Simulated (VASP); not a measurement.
# NaCl (Pm-3m) in VASP: single point with LDA

Aim: the single point of NaCl with LDA.

Everything below comes from runs of VASP 6.6.1. Logs are shortened: lines on timing, memory, paths and dates and some standing lists are left out, and cuts for length are marked.

### Step 1. The cell of the first run

The structure is cubic, space group Pm-3m (No. 221). Conventional cell: a = 2.860 Å, b = 2.860 Å, c = 2.860 Å, α = 90.00°, β = 90.00°, γ = 90.00°. Na (site symmetry m-3m) has 8 Cl at 2.48 Å and 6 Na at 2.86 Å within 3.3 Å. Within 3.3 Å of Cl (site symmetry m-3m) lie 8 Na at 2.48 Å and 6 Cl at 2.86 Å.

### Step 2. Single point, LDA

INCAR

```
ALGO = Normal ; EDIFF = 1E-7
ENCUT = 520 ; GGA = CA
ISIF = 2 ; ISMEAR = 0
LASPH = True ; LCHARG = False
LREAL = False ; LWAVE = False
NBANDS = 14 ; NELM = 80
PREC = Accurate ; SIGMA = 0.01
```

KPOINTS

```
k-points
0
Gamma
  4 4 4
```

POSCAR

```
NaCl
1.0
    2.8600000000      0.0000000000      0.0000000000
    0.0000000000      2.8600000000      0.0000000000
    0.0000000000      0.0000000000      2.8600000000
Na Cl
1 1
Direct
    0.0000000000      0.0000000000      0.0000000000
    0.5000000000      0.5000000000      0.5000000000
```

Potentials or basis: VASP PAW LDA potentials, release 64 (Na_pv, Cl).

Launch:

```
$ cat potpaw_LDA.64/Na_pv/POTCAR potpaw_LDA.64/Cl/POTCAR > POTCAR
$ mpirun -np 1 vasp_std > vasp.out
```

OUTCAR:

```text
EDIFF = 1E-7
   ENCUT = 520
   GGA = CA
   ISIF = 2
   ISMEAR = 0
   LASPH = True
   LREAL = False
   NELM = 80
   PREC = Accurate

 ion  position               nearest neighbor table
   1  0.000  0.000  0.000-   2 2.48   2 2.48   2 2.48   2 2.48   2 2.48   2 2.48   2 2.48   2 2.48

   2  0.500  0.500  0.500-   1 2.48   1 2.48   1 2.48   1 2.48   1 2.48   1 2.48   1 2.48   1 2.48

  LATTYP: Found a simple cubic cell.
 ALAT       =     2.8600000000

  Lattice vectors:

 A1 = (   2.8600000000,   0.0000000000,   0.0000000000)
 A2 = (   0.0000000000,   2.8600000000,   0.0000000000)
 A3 = (   0.0000000000,   0.0000000000,   2.8600000000)

Analysis of symmetry for initial positions (statically):
=====================================================================
 Subroutine PRICEL returns:
 Original cell was already a primitive cell.

 Routine SETGRP: Setting up the symmetry group for a
 simple cubic supercell.

 Subroutine GETGRP returns: Found 48 space group operations
 (whereof 48 operations were pure point group operations)
 out of a pool of 48 trial point group operations.

The static configuration has the point symmetry O_h .

Analysis of symmetry for dynamics (positions and initial velocities):
=====================================================================
 Subroutine PRICEL returns:
 Original cell was already a primitive cell.

 Routine SETGRP: Setting up the symmetry group for a
 simple cubic supercell.

 Subroutine GETGRP returns: Found 48 space group operations
 (whereof 48 operations were pure point group operations)
 out of a pool of 48 trial point group operations.

The dynamic configuration has the point symmetry O_h .

 Subroutine INISYM returns: Found 48 space group operations
 (whereof 48 operations are pure point group operations),
 and found     1 'primitive' translations

----------------------------------------------------------------------------------------

                                     Primitive cell

  volume of cell :      23.3937

  direct lattice vectors                    reciprocal lattice vectors
     2.860000000  0.000000000  0.000000000     0.349650350  0.000000000  0.000000000
     0.000000000  2.860000000  0.000000000     0.000000000  0.349650350  0.000000000
     0.000000000  0.000000000  2.860000000     0.000000000  0.000000000  0.349650350

  length of vectors
     2.860000000  2.860000000  2.860000000     0.349650350  0.349650350  0.349650350

  position of ions in fractional coordinates (direct lattice)
     0.000000000  0.000000000  0.000000000
     0.500000000  0.500000000  0.500000000

  ion indices of the primitive-cell ions
   primitive index   ion index
                 1           1
                 2           2

----------------------------------------------------------------------------------------

 KPOINTS: k-points

Automatic generation of k-mesh.
 Grid dimensions read from file:
 generate k-points for:    4    4    4

 Generating k-lattice:

  Cartesian coordinates                     Fractional coordinates (reciprocal lattice)
     0.087412587  0.000000000  0.000000000     0.250000000  0.000000000  0.000000000
     0.000000000  0.087412587  0.000000000     0.000000000  0.250000000  0.000000000
     0.000000000  0.000000000  0.087412587     0.000000000  0.000000000  0.250000000

  Length of vectors
     0.087412587  0.087412587  0.087412587

  Shift w.r.t. Gamma in fractional coordinates (k-lattice)
     0.000000000  0.000000000  0.000000000

 Subroutine IBZKPT returns following result:
 ===========================================

 Found     10 irreducible k-points:

 Following reciprocal coordinates:
            Coordinates               Weight
  0.000000  0.000000  0.000000      1.000000
  0.250000  0.000000  0.000000      6.000000
  0.500000  0.000000  0.000000      3.000000
  0.250000  0.250000  0.000000     12.000000
  0.500000  0.250000  0.000000     12.000000
  0.500000  0.500000  0.000000      3.000000
  0.250000  0.250000  0.250000      8.000000
  0.500000  0.250000  0.250000     12.000000
  0.500000  0.500000  0.250000      6.000000
  0.500000  0.500000  0.500000      1.000000
   k-points           NKPTS =     10   k-points in BZ     NKDIM =     10   number of bands    NBANDS=     14
   number of dos      NEDOS =    301   number of ions     NIONS =      2
   total plane-waves  NPLWV =  13824
   dimension x,y,z NGX =    24 NGY =   24 NGZ =   24
   dimension x,y,z NGXF=    48 NGYF=   48 NGZF=   48
   ions per type =               1   1
   NGX,Y,Z   is equivalent  to a cutoff of  13.95, 13.95, 13.95 a.u.
   NGXF,Y,Z  is equivalent  to a cutoff of  27.90, 27.90, 27.90 a.u.
 SYSTEM =  unknown system
   PREC   = accura    normal or accurate (medium, high low for compatibility)
   ISTART =      0    job   : 0-new  1-cont  2-samecut
   ICHARG =      2    charge: 1-file 2-atom 10-const
   ISPIN  =      1    spin polarized calculation?
   LNONCOLLINEAR =      F non collinear calculations
   LSORBIT =      F    spin-orbit coupling
   LASPH  =      T    aspherical Exc in radial PAW
   ENCUT  =  520.0 eV  38.22 Ry    6.18 a.u.   5.32  5.32  5.32*2*pi/ulx,y,z
   NELM   =     80;   NELMIN=  2; NELMDL= -5     # of ELM steps
   EDIFF  = 0.1E-06   stopping-criterion for ELM
   LREAL  =      F    real-space projection
   EDIFFG = 0.1E-05   stopping-criterion for IOM
   NSW    =      0    number of steps for IOM
   IBRION =     -1    ionic relax: 0-MD 1-quasi-New 2-CG
   NFREE  =      0    steps in history (QN), initial steepest desc. (CG)
   ISIF   =      2    stress and relaxation
   ISYM   =      2    0-nonsym 1-usesym 2-fastsym
   POTIM  = 0.5000    time-step for ionic-motion
   TEBEG  =    0.0;   TEEND  =   0.0 temperature during run
   PSTRESS=    0.0 pullay stress
   NELECT =      14.0000    total number of electrons
   NUPDOWN=      -1.0000    fix difference up-down
   EMIN   =  10.00;   EMAX   =-10.00  energy-range for DOS
   EFERMI =   0.00;   METHOD = LEGACY
   ISMEAR =     0;   SIGMA  =   0.01  broadening in eV -4-tet -1-fermi 0-gaus
   EFERMI_NEDOS =   21; number of points for ismear=-14 and -15
   IALGO  =     38    algorithm
   IMIX   =      4    mixing-type and parameters
     AMIX     =   0.40;   BMIX     =  1.00
     AMIX_MAG =   1.60;   BMIX_MAG =  1.00
  volume/ion in A,a.u.               =      11.70        78.93
  Fermi-wavevector in a.u.,A,eV,Ry     =   1.379595  2.607056 25.895713  1.903281
  Thomas-Fermi vector in A             =   2.504550
   LORBIT       =      0    0 simple, 1 ext, 2 COOP (PROOUT), +10 PAW based schemes
   GGA     = CA    functional components
   LHFCALC =     F    Hartree Fock is set to
   AEXX    =    0.0000 exact exchange contribution
   IVDW    =     0    specifies the selected vdW correction
   LEPSILON=     F    determine dielectric tensor
   LRPA    =     F    only Hartree local field effects (RPA)
 non-spin polarized calculation
 Gauss-broadening in eV      SIGMA  =   0.01
  energy-cutoff  :      520.00
  volume of cell :       23.39
 maximum number of plane-waves:       647
 NGX is ok and might be reduce to    24
   NGX = 11   NGY = 11   NGZ = 11

 number of electron      14.0000001 magnetization

 Free energy of the ion-electron system (eV)
  ---------------------------------------------------
  ext. energy  EPLUGINS =         0.00000000
  ---------------------------------------------------
  free energy    TOTEN  =        -5.46907516 eV

  energy without entropy =       -5.46907516  energy(sigma->0) =       -5.46907516

 E-fermi :   6.8085     XC(G=0): -11.8912

 val. band max:        6.6795603807   @ k =   0.5000   0.5000   0.0000
 cond. band min:      10.6891930817   @ k =   0.5000   0.5000   0.0000
 fundamental gap:      4.0096327010
 Fermi energy:         6.8085366531

 k-point     1 :       0.0000    0.0000    0.0000
  band No.  band energies     occupation
      1     -16.1144      2.00000
      2     -16.1144      2.00000
      3     -16.1144      2.00000
      4     -10.2731      2.00000
      5       5.3886      2.00000
      6       5.3886      2.00000
      7       5.3886      2.00000
      8      13.0487      0.00000
      9      13.0487      0.00000
     10      13.6670      0.00000
     11      24.4216      0.00000
     12      24.4216      0.00000
     13      24.4216      0.00000
     14      28.6593      0.00000

 k-point     2 :       0.2500    0.0000    0.0000
  band No.  band energies     occupation
      1     -16.3496      2.00000
      2     -16.0955      2.00000
      3     -16.0955      2.00000
      4      -9.5122      2.00000
      5       2.0552      2.00000
      6       5.6170      2.00000
      7       5.6170      2.00000
      8      14.0290      0.00000
      9      14.3364      0.00000
     10      17.8811      0.00000
     11      21.1340      0.00000
     12      21.1340      0.00000
     13      23.9707      0.00000
     14      25.1075      0.00000

 k-point     3 :       0.5000    0.0000    0.0000
  band No.  band energies     occupation
      1     -16.5630      2.00000
      2     -16.0766      2.00000
      3     -16.0766      2.00000
      4      -8.5682      2.00000
      5      -0.3711      2.00000
      6       5.8695      2.00000
      7       5.8695      2.00000
      8      15.5939      0.00000
      9      15.7946      0.00000
     10      19.2183      0.00000
     11      19.2183      0.00000
     12      20.0327      0.00000
     13      20.0592      0.00000
     14      26.0387      0.00000
[... 86 lines left out ...]
 k-point     9 :       0.5000    0.5000    0.2500
  band No.  band energies     occupation
      1     -16.3451      2.00000
      2     -16.3451      2.00000
      3     -16.1779      2.00000
      4      -7.2634      2.00000
      5       1.5072      2.00000
      6       1.5072      2.00000
      7       3.9535      2.00000
      8      11.5697      0.00000
      9      14.8126      0.00000
     10      14.8126      0.00000
     11      21.9055      0.00000
     12      25.8171      0.00000
     13      27.1255      0.00000
     14      27.1255      0.00000

 k-point    10 :       0.5000    0.5000    0.5000
  band No.  band energies     occupation
      1     -16.3064      2.00000
      2     -16.3064      2.00000
      3     -16.3064      2.00000
      4      -6.5671      2.00000
      5       1.8190      2.00000
      6       1.8190      2.00000
      7       1.8190      2.00000
      8      12.6487      0.00000
      9      12.6487      0.00000
     10      12.6487      0.00000
     11      23.2189      0.00000
     12      29.4744      0.00000
     13      29.4745      0.00000
     14      29.4796      0.00000

------------------------ aborting loop because EDIFF is reached ----------------------------------------

  FORCE on cell =-STRESS in cart. coord.  units (eV):
  Direction    XX          YY          ZZ          XY          YZ          ZX
  --------------------------------------------------------------------------------------
  -------------------------------------------------------------------------------------
  Total        8.1170226      8.1170226      8.1170226     -0.0000000     -0.0000000     -0.0000000
  in kB      555.9160834    555.9160834    555.9160834     -0.0000000     -0.0000000     -0.0000000
  external PRESSURE =     555.9160834 kB  Pullay stress =       0.0000000 kB

 VOLUME and BASIS-vectors are now :
 -----------------------------------------------------------------------------
  energy-cutoff  :      520.00
  volume of cell :       23.39
      direct lattice vectors                 reciprocal lattice vectors
     2.860000000  0.000000000  0.000000000     0.349650350  0.000000000  0.000000000
     0.000000000  2.860000000  0.000000000     0.000000000  0.349650350  0.000000000
     0.000000000  0.000000000  2.860000000     0.000000000  0.000000000  0.349650350

 POSITION                                       TOTAL-FORCE (eV/Angst)
 -----------------------------------------------------------------------------------
      0.00000      0.00000      0.00000         0.000000      0.000000      0.000000
      1.43000      1.43000      1.43000         0.000000      0.000000      0.000000
 -----------------------------------------------------------------------------------
    total drift:                               -0.000000     -0.000000     -0.000000

  FREE ENERGIE OF THE ION-ELECTRON SYSTEM (eV)
  ---------------------------------------------------
  free  energy   TOTEN  =        -5.4690751559 eV

  energy  without entropy=       -5.4690751559  energy(sigma->0) =       -5.46907516
```

Run time: 2.5 s. Hardware: 1 thread of AMD EPYC 7R13 (Zen 3), shared host; peak memory 0.09 GiB.

Results:

- Free energy: -5.4691 eV
- Pressure: 55.6 GPa
- Band gap on the k mesh: 4.01 eV, direct

Caveat: the k points lie up to 0.55 Å⁻¹ apart. A k mesh can miss the band edges.
